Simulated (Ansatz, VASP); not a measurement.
Two plane-wave programs on Os

```xyz
1
Lattice="0.0000 2.2453 1.4595 2.2453 0.0000 1.4595 2.2453 2.2453 0.0000" Properties=species:S:1:pos:R:3 pbc="T T T"
Os    0.0000    0.0000    0.0000
```

Alike in both runs: task single point; functional PBEsol; k mesh 24 × 24 × 24; occupations gaussian, width 0.15 eV; no spin polarisation.

```csv
,VASP,Ansatz
version,VASP 6.6.1,Ansatz 0.2.0
potentials or method,"VASP PAW PBE potentials, release 64 (Os), cutoff 520 eV","scalar-relativistic, plane waves, PAW"
valence electrons in the cell,8,16
```

```tsv
	VASP	Ansatz	Ansatz less VASP
gap on the k mesh at the Fermi level (eV)	none	none	-
pressure (GPa)	-9.0	-9.4	-0.37
traceless stress, the component that is largest in VASP (GPa)	-11.13	-11.02	+0.112
```

VASP's potentials were made for PBE, not for PBEsol. A gap of «none» marks a metal or a gap that the smearing closes. VASP's potentials hold 8 valence electrons a cell and Ansatz's 16, so a difference there can come from the potentials and not from the codes.

Neither program's run includes spin-orbit coupling.
